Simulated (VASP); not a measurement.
A run of VASP 6.6.1 is set up as follows.

INCAR

```
SYSTEM = Al
  PREC = Accurate
  ENCUT = 500
  EDIFF = 1E-6
  ISMEAR = 0
  SIGMA = 0.15
  LREAL = .False.
  LASPH = .True.
  NELM = 120
  ALGO = Normal
  ISIF = 2
  LWAVE = .False.
  LCHARG = .True.
  GGA = PS
  LELF = .True.
  LVHAR = .True.
  NBANDS = 22
  GGA_COMPAT = .False.
```

The input KPOINTS:

```
regular mesh
0
Gamma
  21 13 6
  0 0 0
```

The input POSCAR:

```
Al
1.0
   -1.6064390039      1.6064390039     -1.6064390039
   -3.2128780077     -3.2128780077      0.0000000000
   -6.1580161815      5.0870568456      7.2289755174
Al
8
Direct
    0.5937500000      0.4895833333      0.0625000000
   -0.4687500000     -0.1562500000      0.9375000000
    0.7187500000      0.4479166667      0.3125000000
    0.1562500000     -0.0312500000      0.1875000000
   -0.1562500000      0.4062500000      0.5625000000
    0.2812500000     -0.0729166667      0.4375000000
   -0.0312500000      0.3645833333      0.8125000000
    0.4062500000     -0.1145833333      0.6875000000
```

Potentials or basis: VASP PAW PBE potentials, release 64 (Al).

Launch:

```console
$ cat potpaw_PBE.64/Al/POTCAR > POTCAR
$ mpirun -np 1 vasp_std > vasp.out
```

**Question.** Predict the pressure.

**Answer.** 4.9 GPa.

**Question.** Estimate the band gap on the k mesh.

**Answer.** Zero (bands 12 and 13 overlap by 4.36 eV).

**Question.** Predict the largest force.

**Answer.** 6.635 eV/Å.

Stress tensor (GPa, compression positive):
```
-0.71  1.44  0.85
 1.44 12.39  5.26
 0.85  5.26  2.95
```

Caveat: the cell differs from its parent crystal (the part above a cut slid along it); the stress differs along the axes, from -1 to 12 GPa; the PAW data sets were made with another functional, which shifts forces and pressure a little.
